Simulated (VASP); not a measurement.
Au3C: single point with PBE

Slab: Au3C, a slab with vacuum.

```xyz
4
Lattice="2.9402 0.0000 0.0000 -1.4701 2.5463 0.0000 0.0000 0.0000 21.8975" Properties=species:S:1:pos:R:3 pbc="T T T"
Au    1.4701    0.8488    4.0000
Au    0.0000    1.6975    6.4492
Au    0.0000    0.0000    8.8975
C     3.9203   -2.2634   11.5675
```

```json
{
  "Program": "VASP 6.6.1",
  "Task": "single point",
  "Functional": "PBE",
  "Potentials or basis": "VASP PAW PBE potentials, release 64 (Au, C)",
  "Cutoff": "520 eV",
  "k mesh": "9 × 9 × 1",
  "Occupations": "gaussian, width 0.1 eV",
  "Spin": "no spin polarisation",
  "Dipole correction": "yes",
  "Further INCAR settings": "ALGO = Normal; EDIFF = 1e-07; NBANDS = 26"
}
```

| Item | Value |
| --- | --- |
| Largest force | 1.385 eV/Å |

Forces in eV/Å, atoms in the order of the input:
```
Au  -0.003  0.002  0.155
Au  -0.010  0.006  0.051
Au  -0.210  0.121  1.155
C    0.223 -0.129 -1.361
```

Levels at points of the mesh, in eV from the Fermi level:
| k point | band 16 | band 17 | band 18 | band 19 | band 20 | band 21 | band 22 | band 23 |
| --- | --- | --- | --- | --- | --- | --- | --- | --- |
| (0.00, 0.00, 0.00) | -2.28 | -2.08 | -1.82 | -1.81 | -0.28 | 2.42 | 2.66 | 2.70 |

It took 3 min on 1 thread of Intel(R) Xeon(R) Platinum 8259CL CPU @ 2.50GHz (Skylake/Cascade Lake), with other jobs on the host, peak memory 0.34 GiB.

Caveat: spin-orbit coupling is left out, which moves the levels of the heavy elements.
